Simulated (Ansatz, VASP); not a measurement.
Ta2C: VASP beside Ansatz

```
CELL_PARAMETERS angstrom
3.33431 0.00000 0.00000
-1.66716 2.88760 0.00000
0.00000 0.00000 4.24086
ATOMIC_POSITIONS crystal
Ta 0.33333 0.66667 0.25288
Ta 0.66667 0.33333 0.74712
C 0.00000 0.00000 0.00000
```

Alike in both runs: task single point; functional PBEsol; k mesh 18 × 18 × 12; occupations gaussian, width 0.15 eV; no spin polarisation.

```csv
,VASP,Ansatz
version,VASP 6.6.1,Ansatz 0.2.0
potentials or method,"VASP PAW PBE potentials, release 64 (Ta_pv, C), cutoff 520 eV","scalar-relativistic, plane waves, PAW"
valence electrons in the cell,26,30
```

|  | VASP | Ansatz | Ansatz less VASP |
| --- | --- | --- | --- |
| gap on the k mesh at the Fermi level (eV) | none | none | - |
| pressure (GPa) | 4.8 | 4.3 | -0.52 |
| traceless stress, the component that is largest in VASP (GPa) | 40.47 | 40.63 | +0.152 |
| rms of the force components (eV/Å) | 0.352 | 0.374 | +0.0214 |

VASP's potentials were made for PBE, not for PBEsol. Atom by atom the forces differ by 0.021 eV/Å (rms over components). A gap of «none» marks a metal or a gap that the smearing closes. VASP's potentials hold 26 valence electrons a cell and Ansatz's 30, so a difference there can come from the potentials and not from the codes.

Neither program's run includes spin-orbit coupling.
